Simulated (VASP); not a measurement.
Set up this calculation in VASP 6.6.1, as the native input.

| Item | Value |
| --- | --- |
| Task | single point |
| Functional | r2SCAN |
| Dispersion | D4 |
| Potentials or basis | VASP PAW PBE potentials, release 64 (Ga_d, Sb) |
| Cutoff | 520 eV |
| k mesh | 6 × 6 × 4 |
| Occupations | fermi-dirac, width 0.02 eV |
| Spin | no spin polarisation |
| Dipole correction | no |
| Further INCAR settings | ALGO = Normal; EDIFF = 1e-06; NBANDS = 26 |

Crystal: GaSb.

```
CELL_PARAMETERS angstrom
3.98143 0.00000 0.00000
-1.99072 3.44802 0.00000
0.00000 0.00000 6.94765
ATOMIC_POSITIONS crystal
Ga 0.00000 0.00000 0.00000
Ga 0.00000 0.00000 0.50000
Sb 0.33333 0.66667 0.25000
Sb 0.66667 0.33333 0.75000
```

The input as run:

POSCAR

```
GaSb
1.0
    3.9814331323      0.0000000000      0.0000000000
   -1.9907165661      3.4480222360      0.0000000000
    0.0000000000      0.0000000000      6.9476513402
Ga Sb
2 2
Direct
    0.0000000000      0.0000000000      0.0000000000
    0.0000000000      0.0000000000      0.5000000000
    0.3333333333      0.6666666667      0.2500000000
    0.6666666667      0.3333333333      0.7500000000
```

INCAR.step1

```
SYSTEM = GaSb
PREC = Accurate ; ENCUT = 520
ISMEAR = -1 ; SIGMA = 0.02
LREAL = .FALSE. ; LASPH = .TRUE.
NELM = 100 ; NBANDS = 26
GGA = PE ; ALGO = Normal
EDIFF = 1E-4 ; LWAVE = .TRUE.
LCHARG = .FALSE.
```

INCAR.step2

```
SYSTEM = GaSb
PREC = Accurate ; ENCUT = 520
EDIFF = 1E-6 ; ISMEAR = -1
SIGMA = 0.02 ; LREAL = .FALSE.
LASPH = .TRUE. ; NELM = 100
ALGO = Normal ; ISIF = 2
LWAVE = .FALSE. ; LCHARG = .FALSE.
METAGGA = R2SCAN ; LMIXTAU = .TRUE.
IVDW = 13 ; VDW_S6 = 1.0
VDW_S8 = 0.6018749 ; VDW_A1 = 0.51559235
VDW_A2 = 5.77342911 ; NBANDS = 26
ISTART = 1
```

KPOINTS

```
Automatic mesh
0
G
  6 6 4
  0 0 0
```

Potentials or basis: VASP PAW PBE potentials, release 64 (Ga_d, Sb).

Command:

```sh
$ cat potpaw_PBE.64/Ga_d/POTCAR potpaw_PBE.64/Sb/POTCAR > POTCAR
$ cp INCAR.step1 INCAR
$ mpirun -np 1 vasp_std > vasp.out
$ cp INCAR.step2 INCAR
$ mpirun -np 1 vasp_std > vasp.out
```

Results of the run:

```yaml
Pressure: -1.0 GPa
Band_gap_on_the_k_mesh: zero (band 18 reaches 7.54 eV, above the bottom of band 19 at 3.57 eV)
Dispersion_energy_per_atom: -0.167 eV
```

Caveat: the PAW data sets were made with another functional, which shifts forces and pressure a little; spin-orbit coupling is left out, which moves the levels of the heavy elements; pairwise dispersion overbinds metals, which lowers pressure and volume.

Run time: 3.1 min on 1 thread of Intel(R) Xeon(R) Platinum 8259CL CPU @ 2.50GHz (Skylake/Cascade Lake) (shared host), peak memory 0.24 GiB.
